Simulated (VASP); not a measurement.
# K8HPt4 (a cell with a defect) in VASP: further runs

K8HPt4 (a cell with a defect) is run at these levels: PBEsol; tasks: single point.

Program: VASP 6.6.1. These are calculated values, not measurements. Logs are shortened: lines on timing, memory, paths and dates and some standing lists are left out, and cuts for length are marked.

## 1. The cell of the first run

The cell holds a defect, 13 atoms: a = 7.563 Å, b = 7.563 Å, c = 7.563 Å, α = 90.00°, β = 90.00°, γ = 90.00°.

## 2. Single point, PBEsol

File INCAR:

```
SYSTEM = K8HPt4
PREC = Accurate
ENCUT = 520
EDIFF = 1E-7
ISMEAR = -1
SIGMA = 0.1
LREAL = .False.
LASPH = .True.
NELM = 60
ALGO = Normal
ISIF = 2
LWAVE = .False.
LCHARG = .False.
GGA = PS
NBANDS = 68
```

File KPOINTS:

```
regular mesh
0
Gamma
  2 2 2
  0 0 0
```

File POSCAR:

```
K8HPt4
1.0
    7.5629260000      0.0000000000      0.0000000000
    0.0000000000      7.5629260000      0.0000000000
    0.0000000000      0.0000000000      7.5629260000
K Pt H
8 4 1
Direct
    0.7322449010      0.7574748186      0.7467273910
    0.2548590321      0.2751363692      0.2754021393
    0.2546872732      0.2749914517      0.7242825065
    0.7322911794      0.7575329971      0.2528274110
    0.2399234106      0.7648755257      0.2485170422
    0.7453822766      0.2657480716      0.7529737829
    0.7454965181      0.2657742519      0.2465241627
    0.2399249973      0.7647808533      0.7509901591
    0.0043040220      0.0260762832     -0.0002533411
    0.4815636170      0.5057211984     -0.0002278219
    0.4966014476      0.0098033486      0.4997990196
   -0.0146256885      0.5202237864      0.4997969040
    0.1051243923      0.2099010357      0.0000117679
```

Potentials or basis: VASP PAW PBE potentials, release 64 (K_sv, Pt, H).

Started as:

```console
$ cat potpaw_PBE.64/K_sv/POTCAR potpaw_PBE.64/Pt/POTCAR potpaw_PBE.64/H/POTCAR > POTCAR
$ mpirun -np 1 vasp_std > vasp.out
```

OUTCAR:

```text
SYSTEM = K8HPt4
   PREC = Accurate
   ENCUT = 520
   EDIFF = 1E-7
   ISMEAR = -1
   LREAL = .False.
   LASPH = .True.
   NELM = 60
   ISIF = 2
   GGA = PS

 ion  position               nearest neighbor table
   1  0.732  0.757  0.747-  11 3.21  12 3.22  10 3.30   9 3.47   6 3.72   8 3.72   4 3.74
   2  0.255  0.275  0.275-  11 3.20  10 3.21  12 3.24   9 3.39   3 3.39   5 3.71   7 3.72
   3  0.255  0.275  0.724-  11 3.20  10 3.21  12 3.24   9 3.39   2 3.39   8 3.71   6 3.72
   4  0.732  0.758  0.253-  11 3.21  12 3.22  10 3.30   9 3.47   7 3.72   5 3.72   1 3.74
   5  0.240  0.765  0.249-   9 3.26  10 3.27  12 3.28  11 3.29   2 3.71   4 3.72   8 3.76   8 3.80
[... 9 lines left out ...]
  11  0.497  0.010  0.500-   2 3.20   3 3.20   1 3.21   4 3.21   8 3.29   5 3.29   6 3.31   7 3.31

  12  0.985  0.520  0.500-   1 3.22   4 3.22   2 3.24   3 3.24   7 3.27   6 3.27   8 3.28   5 3.28

  13  0.105  0.210  0.000-   9 1.59

  LATTYP: Found a simple cubic cell.
 ALAT       =     7.5629260000

  Lattice vectors:

 A1 = (   7.5629260000,   0.0000000000,   0.0000000000)
 A2 = (   0.0000000000,   7.5629260000,   0.0000000000)
 A3 = (   0.0000000000,   0.0000000000,   7.5629260000)

Analysis of symmetry for initial positions (statically):
=====================================================================
 Subroutine PRICEL returns:
 Original cell was already a primitive cell.

 Routine SETGRP: Setting up the symmetry group for a
 simple cubic supercell.

 Subroutine GETGRP returns: Found  1 space group operations
 (whereof  1 operations were pure point group operations)
 out of a pool of 48 trial point group operations.

The static configuration has the point symmetry C_1 .

Analysis of symmetry for dynamics (positions and initial velocities):
=====================================================================
 Subroutine PRICEL returns:
 Original cell was already a primitive cell.

 Routine SETGRP: Setting up the symmetry group for a
 simple cubic supercell.

 Subroutine GETGRP returns: Found  1 space group operations
 (whereof  1 operations were pure point group operations)
 out of a pool of 48 trial point group operations.

The dynamic configuration has the point symmetry C_1 .

 Subroutine INISYM returns: Found  1 space group operations
 (whereof  1 operations are pure point group operations),
 and found     1 'primitive' translations

----------------------------------------------------------------------------------------

                                     Primitive cell
[... 109 lines left out ...]
   EMIN   =  10.00;   EMAX   =-10.00  energy-range for DOS
   EFERMI =   0.00;   METHOD = LEGACY
   ISMEAR =    -1;   SIGMA  =   0.10  broadening in eV -4-tet -1-fermi 0-gaus
   EFERMI_NEDOS =   21; number of points for ismear=-14 and -15
   IALGO  =     38    algorithm
   IMIX   =      4    mixing-type and parameters
     AMIX     =   0.40;   BMIX     =  1.00
     AMIX_MAG =   1.60;   BMIX_MAG =  1.00
  volume/ion in A,a.u.               =      33.28       224.55
  Fermi-wavevector in a.u.,A,eV,Ry     =   1.046513  1.977622 14.900946  1.095189
  Thomas-Fermi vector in A             =   2.181354
   LORBIT       =      0    0 simple, 1 ext, 2 COOP (PROOUT), +10 PAW based schemes
   GGA     = PS    functional components
   LHFCALC =     F    Hartree Fock is set to
   AEXX    =    0.0000 exact exchange contribution
   IVDW    =     0    specifies the selected vdW correction
   LEPSILON=     F    determine dielectric tensor
   LRPA    =     F    only Hartree local field effects (RPA)
 non-spin polarized calculation
  energy-cutoff  :      520.00
  volume of cell :      432.58
 maximum number of plane-waves:     11656
   NGX = 29   NGY = 29   NGZ = 29

 number of electron     112.9999997 magnetization

 Free energy of the ion-electron system (eV)
  ---------------------------------------------------
  ext. energy  EPLUGINS =         0.00000000
  ---------------------------------------------------
  free energy    TOTEN  =       -38.29020799 eV

  energy without entropy =      -38.17177135  energy(sigma->0) =      -38.23098967

 E-fermi :   1.3391     XC(G=0):  -7.8255

 val. band max:        1.2866688477   @ k =   0.5000   0.5000   0.0000
 cond. band min:       1.3890447389   @ k =   0.0000   0.5000   0.5000
 fundamental gap:      0.1023758912
 Fermi energy:         1.3390621493

 k-point     1 :       0.0000    0.0000    0.0000
  band No.  band energies     occupation
      1     -29.3006      2.00000
      2     -29.2877      2.00000
      3     -29.2772      2.00000
      4     -29.2654      2.00000
      5     -29.2400      2.00000
      6     -29.2177      2.00000
[... 557 lines left out ...]
     67       4.4931      0.00000
     68       4.5236      0.00000

------------------------ aborting loop because EDIFF is reached ----------------------------------------

  FORCE on cell =-STRESS in cart. coord.  units (eV):
  Direction    XX          YY          ZZ          XY          YZ          ZX
  --------------------------------------------------------------------------------------
  -------------------------------------------------------------------------------------
  Total       -0.2569367     -0.3365492      0.8899678     -0.0596322      0.0011735      0.0016522
  in kB       -0.9516280     -1.2464921      3.2962135     -0.2208624      0.0043462      0.0061191
  external PRESSURE =       0.3660312 kB  Pullay stress =       0.0000000 kB

 VOLUME and BASIS-vectors are now :
 -----------------------------------------------------------------------------
  energy-cutoff  :      520.00
  volume of cell :      432.58
      direct lattice vectors                 reciprocal lattice vectors
     7.562926000  0.000000000  0.000000000     0.132223957  0.000000000  0.000000000
     0.000000000  7.562926000  0.000000000     0.000000000  0.132223957  0.000000000
     0.000000000  0.000000000  7.562926000     0.000000000  0.000000000  0.132223957

 POSITION                                       TOTAL-FORCE (eV/Angst)
 -----------------------------------------------------------------------------------
      5.53791      5.72873      5.64744        -0.005980     -0.019185     -0.005498
      1.92748      2.08084      2.08285         0.049893      0.014169     -0.050046
      1.92618      2.07974      5.47769         0.049490      0.014200      0.051244
      5.53826      5.72917      1.91212        -0.006069     -0.019312      0.005389
      1.81452      5.78470      1.87952        -0.000268      0.009166      0.007782
      5.63727      2.00983      5.69469         0.041386     -0.007803     -0.001838
      5.63813      2.01003      1.86444         0.041198     -0.007809      0.002042
      1.81454      5.78398      5.67968        -0.000192      0.009270     -0.007658
      0.03255      0.19721      7.56101        -0.112113     -0.153046      0.000438
      3.64203      3.82473      7.56120         0.095840      0.085006      0.000136
      3.75576      0.07414      3.77994         0.003608      0.016008     -0.000352
      7.45231      3.93441      3.77993         0.035227     -0.017272     -0.000364
      0.79505      1.58747      0.00009        -0.192019      0.076607     -0.001276
 -----------------------------------------------------------------------------------
    total drift:                                0.000120      0.000776     -0.000082

  FREE ENERGIE OF THE ION-ELECTRON SYSTEM (eV)
  ---------------------------------------------------
  free  energy   TOTEN  =       -38.2902079886 eV

  energy  without entropy=      -38.1717713507  energy(sigma->0) =      -38.23098967
```

stdout:

```text
POSCAR found type information on POSCAR K PtH
 POSCAR found :  3 types and      13 ions
 scaLAPACK will be used
 -----------------------------------------------------------------------------
|                                                                             |
|                                                                             |
|     You enforced a specific xc type in the INCAR file but a different       |
|     I HOPE YOU KNOW WHAT YOU ARE DOING!                                     |
|                                                                             |
 -----------------------------------------------------------------------------

 LDA part: xc-table for (Slater+PW92), standard interpolation
 POSCAR, INCAR and KPOINTS ok, starting setup
 FFT: planning ... GRIDC
 FFT: planning ... GRID_SOFT
 FFT: planning ... GRID
 WAVECAR not read
 entering main loop
```

Run time: 5.8 min. Hardware: 1 thread of Intel Xeon Platinum 8124M at 3.00GHz (Skylake/Cascade Lake), shared host; peak memory 0.55 GiB.

What came out:

```
Free energy            : -38.2902 eV
Pressure               : 0.0 GPa
Largest force          : 0.207 eV/Å
Band gap on the k mesh : zero (an odd number of electrons rules out a gap without spin polarisation)
```

Forces in eV/Å, atoms in the order of the input:
```
K   -0.006 -0.019 -0.005
K    0.050  0.014 -0.050
K    0.049  0.014  0.051
K   -0.006 -0.019  0.005
K    0.000  0.009  0.008
K    0.041 -0.008 -0.002
K    0.041 -0.008  0.002
K    0.000  0.009 -0.008
Pt  -0.112 -0.153  0.000
Pt   0.096  0.085  0.000
Pt   0.004  0.016  0.000
Pt   0.035 -0.017  0.000
H   -0.192  0.077 -0.001
```

Stress tensor (GPa, compression positive):
```
-0.10 -0.02  0.00
-0.02 -0.12  0.00
 0.00  0.00  0.33
```

Caveat: the k points lie up to 0.42 Å⁻¹ apart, too coarse for converged energies and pressures of a metal; the PAW data sets were made with another functional, which shifts forces and pressure a little; spin-orbit coupling is left out, which moves the levels of the heavy elements.

[end of part 1 of 2]
